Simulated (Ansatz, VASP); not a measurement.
Two plane-wave programs on Al

The input INCAR:

```
PREC = Accurate ; ENCUT = 520
EDIFF = 1E-6 ; ISMEAR = 0
SIGMA = 0.15 ; LREAL = False
LASPH = True ; NELM = 60
ALGO = Normal ; ISIF = 2
LWAVE = False ; LCHARG = False
GGA = PS ; IVDW = 12
NBANDS = 8
```

Contents of KPOINTS:

```
Automatic mesh
0
Gamma
  20 20 20
```

POSCAR

```
Al
1.0
    0.0000000000      2.0239800000      1.9936203000
    2.0239800000      0.0000000000      1.9936203000
    2.0239800000      2.0239800000      0.0000000000
Al
1
Direct
    0.0000000000      0.0000000000      0.0000000000
```

Input for Ansatz:

```yaml
crystal:
  lattice:
    - [0.0, 2.02398, 1.9936203]
    - [2.02398, 0.0, 1.9936203]
    - [2.02398, 2.02398, 0.0]
  atoms:
    - { symbol: Al, position: [0.0, 0.0, 0.0] }
basis:
  ecutwfc: 420
kpoints:
  mp_grid: { grid: [20, 20, 20] }
hamiltonian:
  xc: pbesol
  dispersion: d3bj
scf:
  occupations: { method: gaussian, width: 0.15 }
output:
  forces: true
  stress: true
  eigenvalues: true
```

Change from the starting cell: strain -0.0150 x Voigt [0, 0, 1, 0, 0, 0], atoms carried along.

Alike in both runs: task single point; functional PBEsol; dispersion D3(BJ); k mesh 20 × 20 × 20; occupations gaussian, width 0.15 eV; no spin polarisation.

```csv
,VASP,Ansatz
version,VASP 6.6.1,Ansatz 0.2.0
potentials or method,"VASP PAW PBE potentials, release 64 (Al), cutoff 520 eV","scalar-relativistic, plane waves, PAW"
valence electrons in the cell,3,3
```

```tsv
	VASP	Ansatz	Ansatz less VASP
gap on the k mesh at the Fermi level (eV)	none	none	-
pressure (GPa)	-3.9	-4.0	-0.06
traceless stress, the component that is largest in VASP (GPa)	0.14	0.14	-0.004
```

VASP's potentials were made for PBE, not for PBEsol. A gap of «none» marks a metal or a gap that the smearing closes.
